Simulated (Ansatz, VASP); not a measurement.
## One calculation of Rh, two programs

```
Rh
1.0
     2.65692    0.00000    0.00000
    -1.32846    2.30096    0.00000
     0.00000    0.00000    8.66595
Rh
4
Direct
  0.00000 0.00000 0.00000
  0.33333 0.66667 0.25000
  0.00000 0.00000 0.50000
  0.66667 0.33333 0.75000
```

Alike in both runs: functional LDA; k mesh 18 × 18 × 6; occupations gaussian, width 0.1 eV; no spin polarisation.

Ansatz relaxed the structure, and its values are those at the end. VASP's run is a single point on that final structure, the one shown.

```csv
,VASP,Ansatz
version,VASP 6.6.1,Ansatz 0.2.0
potentials or method,"VASP PAW LDA potentials, release 64 (Rh_pv), cutoff 520 eV","scalar-relativistic, plane waves, PAW"
valence electrons in the cell,60,68
```

VASP gave:

* gap on the k mesh at the Fermi level (eV): none
* pressure (GPa): 0.9

Q: Estimate Ansatz's values.

A: gap on the k mesh at the Fermi level (eV): none; pressure (GPa): 0.0.

LDA's correlation is that of Perdew and Zunger in VASP and of Perdew and Wang (1992) in Ansatz. A gap of «none» marks a metal or a gap that the smearing closes. VASP's potentials hold 60 valence electrons a cell and Ansatz's 68, so a difference there can come from the potentials and not from the codes.
